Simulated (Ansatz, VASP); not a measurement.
**Two plane-wave programs on BN**

```xyz
4
Lattice="0.0000 -1.8124 -1.8124 -1.8124 0.0000 -1.8124 1.8124 1.8124 -3.6248" Properties=species:S:1:pos:R:3 pbc="T T T"
B     0.0165   -0.0530   -0.0365
B    -0.0165    0.0530   -3.5882
N     0.9230    0.8520   -4.5684
N    -0.9230   -0.8520   -4.4936
```

Change from the starting cell: mode 4 frozen in at +0.000 Å and mode 5 at -0.068 Å (largest displacements).

Alike in both runs: task single point; functional PBE; k mesh 6 × 6 × 6; occupations gaussian, width 0.05 eV; no spin polarisation.

|  | VASP | Ansatz |
| --- | --- | --- |
| version | VASP 6.6.1 | Ansatz 0.2.0 |
| potentials or method | VASP PAW PBE potentials, release 64 (B, N), cutoff 520 eV | scalar-relativistic, plane waves, PAW |
| valence electrons in the cell | 16 | 16 |

```tsv
	VASP	Ansatz	Ansatz less VASP
gap on the k mesh at the Fermi level (eV)	4.36	4.37	+0.011
least direct gap on the mesh (eV)	6.31	6.32	+0.013
pressure (GPa)	0.1	-0.1	-0.21
traceless stress, the component that is largest in VASP (GPa)	-0.96	-0.96	0.000
rms of the force components (eV/Å)	0.417	0.417	+0.0003
```

Atom by atom the forces differ by 0.000 eV/Å (rms over components). The functional is the same, so the differences come from potentials, cutoffs and numerics.

The k mesh is coarse, so the values compare programs but aren't converged.
